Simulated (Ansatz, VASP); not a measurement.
AlGaN2 in VASP and in Ansatz

```
Al Ga N
1.0
     3.11529    0.00000    0.00000
     0.00000    3.11529    0.00000
     0.00000    0.00000    4.38433
Al Ga N
1 1 2
Direct
  0.50000 0.50000 0.50000
  0.00000 0.00000 0.00000
  0.50000 0.00000 0.74005
  0.00000 0.50000 0.25995
```

Alike in both runs: functional LDA; k mesh 8 × 8 × 6; occupations gaussian, width 0.02 eV; no spin polarisation.

Ansatz relaxed the structure, and its values are those at the end. VASP's run is a single point on that final structure, the one shown.

```csv
,VASP,Ansatz
version,VASP 6.6.1,Ansatz 0.2.0
potentials or method,"VASP PAW LDA potentials, release 64 (Al, Ga_d, N), cutoff 520 eV","scalar-relativistic, plane waves, PAW"
valence electrons in the cell,26,26
```

Ansatz gave:

```
gap on the k mesh at the Fermi level (eV) : 3.05
least direct gap on the mesh (eV)         : 3.05
pressure (GPa)                            : 0.0
rms of the force components (eV/Å)        : 0.000
```

Q: Which values does VASP return?

A: gap on the k mesh at the Fermi level (eV): 3.07; least direct gap on the mesh (eV): 3.07; pressure (GPa): 0.9; rms of the force components (eV/Å): 0.012.

LDA's correlation is that of Perdew and Zunger in VASP and of Perdew and Wang (1992) in Ansatz.
